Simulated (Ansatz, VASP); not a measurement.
# Al6H in VASP and in Ansatz

INCAR

```
  PREC = Accurate
  ENCUT = 520
  EDIFF = 1E-7
  ISMEAR = 0
  SIGMA = 0.1
  LREAL = False
  LASPH = True
  NELM = 60
  ALGO = Normal
  ISIF = 2
  LWAVE = False
  LCHARG = False
  LDIPOL = True
  IDIPOL = 3
  DIPOL = 0.5 0.5 0.312
  GGA = PE
  NBANDS = 32
```

File KPOINTS:

```
Automatic mesh
0
Gamma
  6 6 1
```

Contents of POSCAR:

```
Al6H
1.0
    5.7143028096      0.0000000000      0.0000000000
   -2.8571514048      4.9487313980      0.0000000000
    0.0000000000      0.0000000000     22.6016424997
Al H
12 2
Direct
    0.3333333333      0.1666666667      0.1769782882
    0.3333333333      0.6666666667      0.1769782882
    0.8333333333      0.1666666667      0.1769782882
    0.8333333333      0.6666666667      0.1769782882
    0.1666666667      0.3333333333      0.2787817902
    0.1666666667      0.8333333333      0.2787817902
    0.6666666667      0.3333333333      0.2787817902
    0.6666666667      0.8333333333      0.2787817902
    0.0000000000      0.0000000000      0.3805759913
    0.0000000000      0.5000000000      0.3805759913
    0.5000000000      0.0000000000      0.3805759913
    0.5000000000      0.5000000000      0.3805759913
    0.2677085297      0.1666666667      0.5133097075
    0.3989581370      0.1666666667      0.5133097075
```

Input for Ansatz:

```yaml
crystal:
  lattice:
    - [5.7143028096, 0.0, 0.0]
    - [-2.8571514048, 4.948731398, 0.0]
    - [0.0, 0.0, 22.6016424997]
  atoms:
    - { symbol: Al, position: [0.3333333333, 0.1666666667, 0.1769782882] }
    - { symbol: Al, position: [0.3333333333, 0.6666666667, 0.1769782882] }
    - { symbol: Al, position: [0.8333333333, 0.1666666667, 0.1769782882] }
    - { symbol: Al, position: [0.8333333333, 0.6666666667, 0.1769782882] }
    - { symbol: Al, position: [0.1666666667, 0.3333333333, 0.2787817902] }
    - { symbol: Al, position: [0.1666666667, 0.8333333333, 0.2787817902] }
    - { symbol: Al, position: [0.6666666667, 0.3333333333, 0.2787817902] }
    - { symbol: Al, position: [0.6666666667, 0.8333333333, 0.2787817902] }
    - { symbol: Al, position: [0.0, 0.0, 0.3805759913] }
    - { symbol: Al, position: [0.0, 0.5, 0.3805759913] }
    - { symbol: Al, position: [0.5, 0.0, 0.3805759913] }
    - { symbol: Al, position: [0.5, 0.5, 0.3805759913] }
    - { symbol: H, position: [0.2677085297, 0.1666666667, 0.5133097075] }
    - { symbol: H, position: [0.398958137, 0.1666666667, 0.5133097075] }
basis:
  ecutwfc: 420
kpoints:
  mp_grid: { grid: [6, 6, 1] }
hamiltonian:
  xc: pbe
scf:
  occupations: { method: gaussian, width: 0.1 }
output:
  forces: true
  eigenvalues: true
efield:
  axis: 3
  dipole_correction: true
  ramp_width: 0.04
```

Alike in both runs: task single point; functional PBE; k mesh 6 × 6 × 1; occupations gaussian, width 0.1 eV; no spin polarisation.

```csv
,VASP,Ansatz
version,VASP 6.6.1,Ansatz 0.2.0
potentials or method,"VASP PAW PBE potentials, release 64 (Al, H), cutoff 520 eV","scalar-relativistic, plane waves, PAW"
valence electrons in the cell,38,38
```

Ansatz gave:

```
gap on the k mesh at the Fermi level (eV) : none
rms of the force components (eV/Å)        : 0.023
```

Question: Estimate VASP's values.

Answer: gap on the k mesh at the Fermi level (eV): none; rms of the force components (eV/Å): 0.022.

Atom by atom the forces differ by 0.003 eV/Å (rms over components). A gap of «none» marks a metal or a gap that the smearing closes.
